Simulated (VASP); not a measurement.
# Sb (Im-3m) in VASP: further runs

Runs on Sb. Level: LDA. Tasks: single point, relaxation of cell and atoms.

All numbers are computed with VASP 6.6.1; they aren't measurements. Logs are shortened: lines on timing, memory, paths and dates and some standing lists are left out, and cuts for length are marked.

### 1 The cell of the first run

The structure is cubic, space group Im-3m (No. 229). The conventional cell has a = 3.493 Å, b = 3.493 Å, c = 3.493 Å, α = 90.00°, β = 90.00°, γ = 90.00°. Sb (site symmetry m-3m) has 14 Sb at 3.02 to 3.49 Å within 4.0 Å.

### 2 Single point, LDA

The input, INCAR:

```
ALGO     = Normal         # electronic algorithm
EDIFF    = 1E-6           # SCF threshold, eV
ENCUT    = 500            # plane-wave cutoff, eV
GGA_COMPAT= False        
ISIF     = 2              # what is computed and relaxed
ISMEAR   = -1             # smearing method
LASPH    = True           # aspherical terms in the spheres
LCHARG   = False          # write CHGCAR
LREAL    = False          # projectors in reciprocal space
LWAVE    = False          # write WAVECAR
NBANDS   = 8              # bands
NELM     = 120            # most SCF steps
PREC     = Accurate       # precision mode
SIGMA    = 0.1            # smearing width, eV
```

The input, KPOINTS:

```
k-points
0
Gamma
  9 9 9
```

The input, POSCAR:

```
Sb
1.0
   -1.7464183837      1.7464183837      1.7464183837
    1.7464183837     -1.7464183837      1.7464183837
    1.7464183837      1.7464183837     -1.7464183837
Sb
1
Direct
    0.0000000000      0.0000000000      0.0000000000
```

Potentials or basis: VASP PAW LDA potentials, release 64 (Sb).

Started as:

```
$ cat potpaw_LDA.64/Sb/POTCAR > POTCAR
$ mpirun -np 1 vasp_std > vasp.out
```

OUTCAR:

```text
EDIFF = 1E-6
   ENCUT = 500
   ISIF = 2
   ISMEAR = -1
   LASPH = True
   LREAL = False
   NELM = 120
   PREC = Accurate

 ion  position               nearest neighbor table
   1  0.000  0.000  0.000-

  LATTYP: Found a body centered cubic cell.
 ALAT       =     3.4928367674

  Lattice vectors:

 A1 = (  -1.7464183837,   1.7464183837,   1.7464183837)
 A2 = (   1.7464183837,  -1.7464183837,   1.7464183837)
 A3 = (   1.7464183837,   1.7464183837,  -1.7464183837)

Analysis of symmetry for initial positions (statically):
=====================================================================
 Subroutine PRICEL returns:
 Original cell was already a primitive cell.

 Routine SETGRP: Setting up the symmetry group for a
 body centered cubic supercell.

 Subroutine GETGRP returns: Found 48 space group operations
 (whereof 48 operations were pure point group operations)
 out of a pool of 48 trial point group operations.

The static configuration has the point symmetry O_h .

Analysis of symmetry for dynamics (positions and initial velocities):
=====================================================================
 Subroutine PRICEL returns:
 Original cell was already a primitive cell.

 Routine SETGRP: Setting up the symmetry group for a
 body centered cubic supercell.

 Subroutine GETGRP returns: Found 48 space group operations
 (whereof 48 operations were pure point group operations)
 out of a pool of 48 trial point group operations.

The dynamic configuration has the point symmetry O_h .

 Subroutine INISYM returns: Found 48 space group operations
 (whereof 48 operations are pure point group operations),
 and found     1 'primitive' translations

----------------------------------------------------------------------------------------

                                     Primitive cell

  volume of cell :      21.3061

  direct lattice vectors                    reciprocal lattice vectors
    -1.746418384  1.746418384  1.746418384     0.000000000  0.286300239  0.286300239
     1.746418384 -1.746418384  1.746418384     0.286300239  0.000000000  0.286300239
     1.746418384  1.746418384 -1.746418384     0.286300239  0.286300239  0.000000000

  length of vectors
     3.024885372  3.024885372  3.024885372     0.404889680  0.404889680  0.404889680

  position of ions in fractional coordinates (direct lattice)
     0.000000000  0.000000000  0.000000000

  ion indices of the primitive-cell ions
   primitive index   ion index
                 1           1

----------------------------------------------------------------------------------------

 KPOINTS: k-points

Automatic generation of k-mesh.
 Grid dimensions read from file:
 generate k-points for:    9    9    9

 Generating k-lattice:

  Cartesian coordinates                     Fractional coordinates (reciprocal lattice)
     0.000000000  0.031811138  0.031811138     0.111111111  0.000000000  0.000000000
     0.031811138  0.000000000  0.031811138     0.000000000  0.111111111  0.000000000
     0.031811138  0.031811138  0.000000000     0.000000000  0.000000000  0.111111111

  Length of vectors
     0.044987742  0.044987742  0.044987742

  Shift w.r.t. Gamma in fractional coordinates (k-lattice)
     0.000000000  0.000000000  0.000000000

 Subroutine IBZKPT returns following result:
 ===========================================

 Found     35 irreducible k-points:

 Following reciprocal coordinates:
            Coordinates               Weight
  0.000000  0.000000  0.000000      1.000000
  0.111111  0.000000  0.000000     12.000000
  0.222222  0.000000  0.000000     12.000000
  0.333333  0.000000  0.000000     12.000000
  0.444444  0.000000  0.000000     12.000000
  0.111111  0.111111  0.000000     24.000000
[... 16 lines left out ...]
 -0.333333  0.444444  0.111111     48.000000
 -0.444444 -0.444444  0.111111     24.000000
 [... further k-points ...]
   k-points           NKPTS =     35   k-points in BZ     NKDIM =     35   number of bands    NBANDS=      8
   number of dos      NEDOS =    301   number of ions     NIONS =      1
   total plane-waves  NPLWV =  13824
   dimension x,y,z NGX =    24 NGY =   24 NGZ =   24
   dimension x,y,z NGXF=    48 NGYF=   48 NGZF=   48
   ions per type =               1
   NGX,Y,Z   is equivalent  to a cutoff of  13.19, 13.19, 13.19 a.u.
   NGXF,Y,Z  is equivalent  to a cutoff of  26.38, 26.38, 26.38 a.u.
 SYSTEM =  unknown system
   PREC   = accura    normal or accurate (medium, high low for compatibility)
   ISTART =      0    job   : 0-new  1-cont  2-samecut
   ICHARG =      2    charge: 1-file 2-atom 10-const
   ISPIN  =      1    spin polarized calculation?
   LNONCOLLINEAR =      F non collinear calculations
   LSORBIT =      F    spin-orbit coupling
   LASPH  =      T    aspherical Exc in radial PAW
   ENCUT  =  500.0 eV  36.75 Ry    6.06 a.u.   5.52  5.52  5.52*2*pi/ulx,y,z
   NELM   =    120;   NELMIN=  2; NELMDL= -5     # of ELM steps
   EDIFF  = 0.1E-05   stopping-criterion for ELM
   LREAL  =      F    real-space projection
   EDIFFG = 0.1E-04   stopping-criterion for IOM
   NSW    =      0    number of steps for IOM
   IBRION =     -1    ionic relax: 0-MD 1-quasi-New 2-CG
   NFREE  =      0    steps in history (QN), initial steepest desc. (CG)
   ISIF   =      2    stress and relaxation
   ISYM   =      2    0-nonsym 1-usesym 2-fastsym
   POTIM  = 0.5000    time-step for ionic-motion
   TEBEG  =    0.0;   TEEND  =   0.0 temperature during run
   PSTRESS=    0.0 pullay stress
   NELECT =       5.0000    total number of electrons
   NUPDOWN=      -1.0000    fix difference up-down
   EMIN   =  10.00;   EMAX   =-10.00  energy-range for DOS
   EFERMI =   0.00;   METHOD = LEGACY
   ISMEAR =    -1;   SIGMA  =   0.10  broadening in eV -4-tet -1-fermi 0-gaus
   EFERMI_NEDOS =   21; number of points for ismear=-14 and -15
   IALGO  =     38    algorithm
   IMIX   =      4    mixing-type and parameters
     AMIX     =   0.40;   BMIX     =  1.00
     AMIX_MAG =   1.60;   BMIX_MAG =  1.00
  volume/ion in A,a.u.               =      21.31       143.78
  Fermi-wavevector in a.u.,A,eV,Ry     =   1.009787  1.908221 13.873456  1.019670
  Thomas-Fermi vector in A             =   2.142737
   LORBIT       =      0    0 simple, 1 ext, 2 COOP (PROOUT), +10 PAW based schemes
   GGA     = CA    functional components
   LHFCALC =     F    Hartree Fock is set to
   AEXX    =    0.0000 exact exchange contribution
   IVDW    =     0    specifies the selected vdW correction
   LEPSILON=     F    determine dielectric tensor
   LRPA    =     F    only Hartree local field effects (RPA)
 non-spin polarized calculation
  energy-cutoff  :      500.00
  volume of cell :       21.31
 maximum number of plane-waves:       559
 NGX is ok and might be reduce to    24
   NGX = 11   NGY = 11   NGZ = 11

 number of electron       5.0000001 magnetization

 Free energy of the ion-electron system (eV)
  ---------------------------------------------------
  ext. energy  EPLUGINS =         0.00000000
  ---------------------------------------------------
  free energy    TOTEN  =        -4.41784413 eV

  energy without entropy =       -4.40283583  energy(sigma->0) =       -4.41033998

 E-fermi :  11.8617     XC(G=0): -11.4039

 val. band max:       11.5774765792   @ k =  -0.4444   0.4444   0.3333
 cond. band min:      11.8839476271   @ k =  -0.4444  -0.4444   0.3333
 fundamental gap:      0.3064710479
 Fermi energy:        11.8617220409

 k-point     1 :       0.0000    0.0000    0.0000
  band No.  band energies     occupation
      1      -3.1597      2.00000
      2      19.2466      0.00000
      3      19.2466      0.00000
      4      19.2466      0.00000
      5      22.9311      0.00000
      6      22.9311      0.00000
      7      22.9311      0.00000
      8      23.7644      0.00000

 k-point     2 :       0.1111    0.0000    0.0000
  band No.  band energies     occupation
      1      -2.8402      2.00000
      2      16.8184      0.00000
      3      18.0636      0.00000
      4      18.8121      0.00000
      5      21.5473      0.00000
      6      21.5745      0.00000
      7      23.1940      0.00000
      8      23.9791      0.00000

 k-point     3 :       0.2222    0.0000    0.0000
  band No.  band energies     occupation
      1      -1.8825      2.00000
      2      12.6931      0.00049
      3      16.2640      0.00000
      4      17.7825      0.00000
      5      20.2799      0.00000
      6      20.3374      0.00000
      7      23.5743      0.00000
      8      24.7021      0.00000

 k-point     4 :       0.3333    0.0000    0.0000
  band No.  band energies     occupation
      1      -0.2996      2.00000
      2       8.7265      2.00000
      3      14.8497      0.00000
      4      16.8096      0.00000
      5      19.4436      0.00000
      6      19.5409      0.00000
      7      24.8057      0.00000
      8      25.6875      0.00000

 k-point     5 :       0.4444    0.0000    0.0000
  band No.  band energies     occupation
      1       1.7652      2.00000
      2       5.4191      2.00000
      3      14.0905      0.00000
      4      16.2634      0.00000
      5      19.0299      0.00000
      6      19.1559      0.00000
      7      26.4753      0.00000
      8      27.0227      0.00000
[... 177 lines left out ...]
 k-point    22 :      -0.4444    0.4444    0.1111
  band No.  band energies     occupation
      1       2.0674      2.00000
      2       5.7346      2.00000
      3      13.0570      0.00001
      4      15.0490      0.00000
      5      20.3925      0.00000
      6      20.4800      0.00000
      7      23.1749      0.00000
      8      25.1078      0.00000

 k-point    23 :      -0.3333    0.4444    0.1111
  band No.  band energies     occupation
      1       1.5459      2.00000
      2       7.7046      2.00000
      3      10.8781      1.99989
      4      15.7718      0.00000
      5      19.4865      0.00000
      6      20.7795      0.00000
      7      24.1428      0.00000
      8      25.0741      0.00000

 k-point    24 :      -0.4444   -0.4444    0.1111
  band No.  band energies     occupation
      1       3.1910      2.00000
      2       5.5118      2.00000
      3      10.4855      2.00000
      4      15.6033      0.00000
      5      19.7753      0.00000
      6      21.7394      0.00000
      7      22.4326      0.00000
      8      24.6538      0.00000

 [... further k-points ...]

------------------------ aborting loop because EDIFF is reached ----------------------------------------

  FORCE on cell =-STRESS in cart. coord.  units (eV):
  Direction    XX          YY          ZZ          XY          YZ          ZX
  --------------------------------------------------------------------------------------
  -------------------------------------------------------------------------------------
  Total        2.7396188      2.7396188      2.7396188     -0.0000000     -0.0000000      0.0000000
  in kB      206.0135821    206.0135821    206.0135821     -0.0000000     -0.0000000      0.0000000
  external PRESSURE =     206.0135821 kB  Pullay stress =       0.0000000 kB

 VOLUME and BASIS-vectors are now :
 -----------------------------------------------------------------------------
  energy-cutoff  :      500.00
  volume of cell :       21.31
      direct lattice vectors                 reciprocal lattice vectors
    -1.746418384  1.746418384  1.746418384     0.000000000  0.286300239  0.286300239
     1.746418384 -1.746418384  1.746418384     0.286300239  0.000000000  0.286300239
     1.746418384  1.746418384 -1.746418384     0.286300239  0.286300239  0.000000000

 POSITION                                       TOTAL-FORCE (eV/Angst)
 -----------------------------------------------------------------------------------
      0.00000      0.00000      0.00000         0.000000      0.000000      0.000000
 -----------------------------------------------------------------------------------
    total drift:                                0.000000     -0.000000      0.000000

  FREE ENERGIE OF THE ION-ELECTRON SYSTEM (eV)
  ---------------------------------------------------
  free  energy   TOTEN  =        -4.4178441265 eV

  energy  without entropy=       -4.4028358338  energy(sigma->0) =       -4.41033998
```

Run time: 7.2 s. Hardware: 1 thread of Intel Xeon 8259CL, shared host; peak memory 0.12 GiB.

What came out:

| Item | Value |
| --- | --- |
| Free energy | -4.4178 eV |
| Pressure | 20.6 GPa |

Levels at points of the mesh, in eV from the Fermi level:
| k point | band 1 | band 2 | band 3 | band 4 | band 5 |
| --- | --- | --- | --- | --- | --- |
| (0.00, 0.00, 0.00) | -15.02 | 7.38 | 7.38 | 7.38 | 11.07 |

Caveat: spin-orbit coupling is left out, which moves the levels of the heavy elements.

(Part 1 of 2 ends here.)
